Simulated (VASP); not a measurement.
A run of VASP 6.6.1:

INCAR

```
SYSTEM = Ni
PREC = Accurate
ENCUT = 600
EDIFF = 1E-6
ISMEAR = 0
SIGMA = 0.1
LREAL = .False.
LASPH = .True.
NELM = 200
ALGO = Normal
ISIF = 2
LWAVE = .False.
LCHARG = .False.
ISPIN = 2
MAGMOM = 0.82
LORBIT = 11
LMAXMIX = 4
GGA = PE
NBANDS = 15
GGA_COMPAT = .False.
```

The input KPOINTS:

```
Automatic mesh
0
Gamma
  8 8 8
  0 0 0
```

Contents of POSCAR:

```
Ni
1.0
    0.0000000000      1.7598190340      1.7598190340
    1.7598190340      0.0000000000      1.7598190340
    1.7598190340      1.7598190340      0.0000000000
Ni
1
Direct
    0.0000000000      0.0000000000      0.0000000000
```

Potentials or basis: VASP PAW PBE potentials, release 64 (Ni).

Launch:

```bash
$ cat potpaw_PBE.64/Ni/POTCAR > POTCAR
$ mpirun -np 1 vasp_std > vasp.out
```

Hardware: 1 thread of Intel Xeon 8259CL (shared host).

**Question.** Estimate the wall time of this run.

**Answer.** Run time: 22 s on 1 thread of Intel Xeon 8259CL, on a shared host, peak memory 0.14 GiB. Counts: scf iterations 12, k points 29.
